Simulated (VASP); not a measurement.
# MnSb (P6_3/mmc) in VASP: settings compared, part 2 of 2

VASP 6.6.1.

## (4) Single point, PBE, collinear spin, ferromagnetic start

This run uses another cell than the first one, of 21.55 Å³/atom.

INCAR reads:

```
PREC = Accurate
ENCUT = 500
EDIFF = 1E-6
ISMEAR = 0
SIGMA = 0.03
LREAL = False
LASPH = True
NELM = 200
ALGO = Normal
ISIF = 2
LWAVE = False
LCHARG = False
ISPIN = 2
MAGMOM = 0 0 4 4
LORBIT = 11
LMAXMIX = 4
GGA = PE
NBANDS = 30
GGA_COMPAT = False
```

KPOINTS reads:

```
Automatic mesh
0
Gamma
  7 7 5
```

POSCAR reads:

```
MnSb
1.0
    4.1500000000      0.0000000000      0.0000000000
   -2.0750000000      3.5940054257      0.0000000000
    0.0000000000      0.0000000000      5.7800000000
Sb Mn
2 2
Direct
    0.6666666667      0.3333333333      0.7500000000
    0.3333333333      0.6666666667      0.2500000000
    0.0000000000      0.0000000000      0.5000000000
    0.0000000000      0.0000000000      0.0000000000
```

Potentials or basis: VASP PAW PBE potentials, release 64 (Sb, Mn_pv).

On the command line:

```
cat potpaw_PBE.64/Sb/POTCAR potpaw_PBE.64/Mn_pv/POTCAR > POTCAR
mpirun -np 1 vasp_std > vasp.out
```

OUTCAR:

```text
PREC = Accurate
   ENCUT = 500
   EDIFF = 1E-6
   ISMEAR = 0
   LREAL = False
   LASPH = True
   NELM = 200
   ISIF = 2
   ISPIN = 2
   LORBIT = 11
   GGA = PE

 ion  position               nearest neighbor table
   1  0.667  0.333  0.750-   3 2.80   4 2.80   3 2.80   4 2.80   3 2.80   4 2.80   2 3.75   2 3.75
                             2 3.75   2 3.75   2 3.75   2 3.75
   2  0.333  0.667  0.250-   3 2.80   4 2.80   3 2.80   4 2.80   3 2.80   4 2.80   1 3.75   1 3.75
                             1 3.75   1 3.75   1 3.75   1 3.75
   3  0.000  0.000  0.500-   1 2.80   2 2.80   2 2.80   1 2.80   1 2.80   2 2.80   4 2.89   4 2.89

   4  0.000  0.000  0.000-   1 2.80   2 2.80   2 2.80   1 2.80   1 2.80   2 2.80   3 2.89   3 2.89

  LATTYP: Found a hexagonal cell.
 ALAT       =     4.1500000000
 C/A-ratio  =     1.3927710843

  Lattice vectors:

[... 1792 lines left out ...]
     29      15.4822      0.00000
     30      15.8372      0.00000

------------------------ aborting loop because EDIFF is reached ----------------------------------------

  FORCE on cell =-STRESS in cart. coord.  units (eV):
  Direction    XX          YY          ZZ          XY          YZ          ZX
  --------------------------------------------------------------------------------------
  -------------------------------------------------------------------------------------
  Total       -1.6360902     -1.6360902     -2.2819088      0.0000000     -0.0000000      0.0000000
  in kB      -30.4062711    -30.4062711    -42.4086267      0.0000000     -0.0000000      0.0000000
  external PRESSURE =     -34.4070563 kB  Pullay stress =       0.0000000 kB

 VOLUME and BASIS-vectors are now :
 -----------------------------------------------------------------------------
  energy-cutoff  :      500.00
  volume of cell :       86.21
      direct lattice vectors                 reciprocal lattice vectors
     4.150000000  0.000000000  0.000000000     0.240963855  0.139120547  0.000000000
    -2.075000000  3.594005426  0.000000000     0.000000000  0.278241094  0.000000000
     0.000000000  0.000000000  5.780000000     0.000000000  0.000000000  0.173010381

 POSITION                                       TOTAL-FORCE (eV/Angst)
 -----------------------------------------------------------------------------------
      2.07500      1.19800      4.33500        -0.000000     -0.000000      0.000000
     -0.00000      2.39600      1.44500         0.000000      0.000000      0.000000
      0.00000      0.00000      2.89000        -0.000000      0.000000      0.000000
      0.00000      0.00000      0.00000        -0.000000      0.000000      0.000000
 -----------------------------------------------------------------------------------
    total drift:                               -0.000000      0.000000      0.000000

  FREE ENERGIE OF THE ION-ELECTRON SYSTEM (eV)
  ---------------------------------------------------
  free  energy   TOTEN  =       -26.3110276655 eV

  energy  without entropy=      -26.3095150183  energy(sigma->0) =      -26.31027134

 total charge

# of ion       s       p       d       tot
------------------------------------------
    1        1.141   1.263   0.041   2.444
    2        1.141   1.263   0.041   2.444
    3        0.273   6.208   5.033  11.514
    4        0.273   6.208   5.033  11.514
--------------------------------------------------
tot          2.828  14.941  10.147  27.916

 magnetization (x)

# of ion       s       p       d       tot
------------------------------------------
    1        0.010  -0.146   0.006  -0.130
    2        0.010  -0.146   0.006  -0.130
    3        0.037   0.026   3.330   3.393
    4        0.037   0.026   3.330   3.393
--------------------------------------------------
tot          0.094  -0.240   6.672   6.526
```

stdout:

```text
POSCAR found type information on POSCAR SbMn
 POSCAR found :  2 types and       4 ions
 scaLAPACK will be used
 LDA part: xc-table for (Slater+PW92), standard interpolation
 POSCAR, INCAR and KPOINTS ok, starting setup
 FFT: planning ... GRIDC
 FFT: planning ... GRID_SOFT
 FFT: planning ... GRID
 WAVECAR not read
 entering main loop
```

Run time: 2.1 min. Hardware: 1 thread of Intel Xeon Platinum 8488C (Sapphire Rapids), shared host; peak memory 0.26 GiB.

What came out:

* Free energy: -26.3110 eV
* Pressure: -3.4 GPa
* Net moment: 6.68 μB per cell
* Site moments: Sb -0.13; Mn +3.39 μB
* Valence electrons inside the program's atomic spheres: Sb 2.44; Mn 11.51

Stress tensor (GPa, compression positive):
```
-3.04  0.00  0.00
 0.00 -3.04  0.00
 0.00  0.00 -4.24
```

Levels at points of the mesh, in eV from the Fermi level:
Spin up:
```
           k point  band 19  band 20  band 21  band 22  band 23  band 24
(0.00, 0.00, 0.00)    -0.50     0.52     0.52     2.28     2.28     2.64
```
Spin down:
| k point | band 12 | band 13 | band 14 | band 15 | band 16 | band 17 | band 18 | band 19 |
| --- | --- | --- | --- | --- | --- | --- | --- | --- |
| (0.00, 0.00, 0.00) | -0.88 | 0.04 | 0.04 | 0.32 | 0.32 | 0.57 | 0.57 | 1.47 |

Caveat: the cell stands under tension; spin-orbit coupling is left out, which moves the levels of the heavy elements; the run started ferromagnetic, and an antiferromagnetic order may lie lower in energy.

## (5) Relaxation of cell and atoms, BLYP+D4, collinear spin, ferromagnetic start

This run uses another cell than the first one, of 21.55 Å³/atom.

INCAR reads:

```
PREC = Accurate ; ENCUT = 500
EDIFF = 1E-7 ; ISMEAR = -1
SIGMA = 0.05 ; LREAL = F
LASPH = T ; NELM = 200
ALGO = Normal ; ISIF = 3
LWAVE = F ; LCHARG = F
ISPIN = 2 ; MAGMOM = 0 0 4 4
LORBIT = 11 ; LMAXMIX = 4
GGA = B5 ; ALDAX = 1.0
AGGAX = 1.0 ; AGGAC = 1.0
ALDAC = 0.0 ; IVDW = 13
VDW_S6 = 1.0 ; VDW_S8 = 2.34076671
VDW_A1 = 0.44488865 ; VDW_A2 = 4.0933009
IBRION = 2 ; NSW = 60
EDIFFG = -0.01 ; GGA_COMPAT = F
NELMIN = 4
```

KPOINTS reads:

```
regular mesh
0
Gamma
  7 7 5
```

POSCAR is that of step 4.

On the command line:

```
cat potpaw_PBE.64/Sb/POTCAR potpaw_PBE.64/Mn_pv/POTCAR > POTCAR
mpirun -np 1 vasp_std > vasp.out
```

It took 8.1 min on 1 thread of Intel Xeon Platinum 8488C (Sapphire Rapids), shared host; peak memory 0.26 GiB.

The run converged. Its results:

```yaml
Free_energy: -25.8487 eV
Relaxed_volume: 19.70 Å³/atom
Relaxed_cell: a = 4.042 Å, b = 4.042 Å, c = 5.572 Å, α = 90.00°, β = 90.00°, γ = 120.00°
Space_group_after_relaxing_to_0.1_Å: P6_3/mmc (No. 194)
Energy_gained_by_relaxing: 27.7 meV/atom
Ionic_steps: 6
Pressure_after_relaxing: 0.0 GPa
Net_moment: 5.93 μB per cell
Site_moments: Sb -0.11; Mn +3.00 μB
Valence_electrons_inside_the_program's_atomic_spheres: Sb 2.53; Mn 11.69
Dispersion_energy_per_atom: -0.872 eV
```

The path:
```
step  energy change (eV)  largest force (eV/Å)  pressure (GPa)  volume (Å³)
   1              0.0000                0.0000           -4.57        86.21
   2             -0.1105                0.0000            0.03        78.77
   3             -0.1105                0.0000            0.01        78.80
   4             -0.1108                0.0000            0.01        78.80
   5             -0.1109                0.0000           -0.01        78.82
   6             -0.1109                0.0000            0.00        78.81
```

Final structure:
```
Sb Mn
1.0
     4.04151    0.00000    0.00000
    -2.02075    3.50005    0.00000
     0.00000    0.00000    5.57171
Sb Mn
2 2
Direct
  0.66667 0.33333 0.75000
  0.33333 0.66667 0.25000
  0.00000 0.00000 0.50000
  0.00000 0.00000 0.00000
```

Levels at points of the mesh, in eV from the Fermi level:
Spin up:
| k point | band 17 | band 18 | band 19 | band 20 | band 21 | band 22 | band 23 | band 24 | band 25 | band 26 |
| --- | --- | --- | --- | --- | --- | --- | --- | --- | --- | --- |
| (0.00, 0.00, 0.00) | -1.53 | -1.53 | 0.02 | 0.61 | 0.61 | 2.67 | 2.67 | 2.89 | 3.44 | 5.36 |
Spin down:
```csv
k point,band 12,band 13,band 14,band 15,band 16,band 17,band 18,band 19
"(0.00, 0.00, 0.00)",-1.25,-0.32,-0.32,0.01,0.01,0.66,0.66,1.28
```

Caveat: the PAW data sets were made with another functional, which shifts forces and pressure a little; spin-orbit coupling is left out, which moves the levels of the heavy elements; the run started ferromagnetic, and an antiferromagnetic order may lie lower in energy.

## (6) The runs side by side

```tsv
task	level	cell	smearing	gap on the mesh (eV)	pressure (GPa)	moment (μB)
single point	BLYP+D4	a = 4.042, b = 4.042, c = 5.569 Å, angles 90.0, 90.0, 120.0°, 4 atoms	fermi-dirac 0.05 eV	none	0.0	5.92
single point	PBE	a = 4.150, b = 4.150, c = 5.780 Å, angles 90.0, 90.0, 120.0°, 4 atoms	gaussian 0.029 eV	none	-3.4	6.68
single point	PBE	a = 4.150, b = 4.150, c = 5.780 Å, angles 90.0, 90.0, 120.0°, 4 atoms	gaussian 0.03 eV	none	-3.4	6.68
relaxation of cell and atoms	BLYP+D4	relaxed from a = 4.150, b = 4.150, c = 5.780 Å, angles 90.0, 90.0, 120.0°, 4 atoms	fermi-dirac 0.05 eV	none	0.0	5.93
```

Alike in all rows: potentials or basis VASP PAW PBE potentials, release 64 (Sb, Mn_pv); spin collinear, ferromagnetic start; k mesh 7 × 7 × 5; cutoff (eV) 500.

Caveats: spin-orbit coupling is left out, which moves the levels of the heavy elements; the run started ferromagnetic, and an antiferromagnetic order may lie lower in energy; the PAW data sets were made with another functional, which shifts forces and pressure a little (at least some runs); the cell stands under tension (at least some runs).

Absolute energies hang on the potentials; compare differences alone.
